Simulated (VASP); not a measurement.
Here is a VASP 6.6.1 calculation.

The input INCAR:

```
SYSTEM = Cr
ALGO = Normal
DIPOL = 0.5 0.5 0.500
EDIFF = 1E-6
ENCUT = 400
GGA = PS
GGA_COMPAT = .False.
IDIPOL = 3
ISIF = 2
ISMEAR = -1
LASPH = .True.
LCHARG = .True.
LDIPOL = .True.
LELF = .True.
LREAL = .False.
LVACPOTAV = .True.
LVHAR = .True.
LWAVE = .False.
NBANDS = 51
NELM = 120
NELMDL = -8
PREC = Accurate
SIGMA = 0.03
```

KPOINTS

```
k-points
0
Gamma
  16 16 1
  0 0 0
```

The input POSCAR:

```
Cr
1.0
    2.8144022940      0.0000000000      0.0000000000
    1.4072011470      1.9900829470      0.0000000000
    0.0000000000      0.0000000000     27.9404976810
Cr
7
Direct
    0.0000000000      0.0000000000      0.2863227453
    0.5000000000      0.0000000000      0.3575484968
    0.0000000000      0.0000000000      0.4287742484
    0.5000000000      0.0000000000      0.5000000000
    0.0000000000      0.0000000000      0.5712257516
    0.5000000000      0.0000000000      0.6424515032
    0.0000000000      0.0000000000      0.7136772547
```

Potentials or basis: VASP PAW PBE potentials, release 64 (Cr_pv).

Launch:

```console
$ cat potpaw_PBE.64/Cr_pv/POTCAR > POTCAR
$ mpirun -np 1 vasp_std > vasp.out
```

Task: Estimate the largest force.

Result: 0.496 eV/Å.

Task: What does it give for the band gap on the k mesh?

Result: Zero (bands 42 and 43 overlap by 1.67 eV).

Forces on the atoms (eV/Å):
```
Cr   0.000  0.000  0.496
Cr   0.000  0.000 -0.473
Cr   0.000  0.000 -0.009
Cr   0.000  0.000  0.000
Cr   0.000  0.000  0.009
Cr   0.000  0.000  0.473
Cr   0.000  0.000 -0.496
```

Caveat: the PAW data sets were made with another functional, which shifts forces and pressure a little; the run has no spin polarisation, though such a crystal can be magnetic. Spin polarisation is off, so any magnetic state and its effect on volume and gap are missing.
